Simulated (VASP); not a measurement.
Here is a VASP 6.6.1 calculation.

File INCAR:

```
SYSTEM = WC
ALGO = Normal
EDIFF = 1E-7
ENCUT = 520
GGA = PE
ISIF = 2
ISMEAR = 0
LASPH = .TRUE.
LCHARG = .FALSE.
LREAL = .FALSE.
LWAVE = .FALSE.
NBANDS = 16
NELM = 100
PREC = Accurate
SIGMA = 0.1
```

Contents of KPOINTS:

```
k-points
0
G
  18 18 14
  0 0 0
```

Contents of POSCAR:

```
WC
1.0
    2.9217349842      0.0000000029      0.0000000000
   -1.4608674946      2.5302967180      0.0000000000
    0.0000000000      0.0000000000      2.8471250423
W C
1 1
Direct
    0.0000000000      0.0000000000      0.0000000000
    0.6666666667      0.3333333333      0.5000000000
```

Potentials or basis: VASP PAW PBE potentials, release 64 (W_sv, C).

The run is started by

```console
$ cat potpaw_PBE.64/W_sv/POTCAR potpaw_PBE.64/C/POTCAR > POTCAR
$ mpirun -np 1 vasp_std > vasp.out
```

Task: Estimate the band gap on the k mesh.

Result: Zero (bands 9 and 10 overlap by 1.20 eV).

Task: Predict the pressure.

Result: 1.1 GPa.

Stress tensor (GPa, compression positive):
```
0.97 0.00 0.00
0.00 0.97 0.00
0.00 0.00 1.25
```

Caveat: spin-orbit coupling is left out, which moves the levels of the heavy elements.
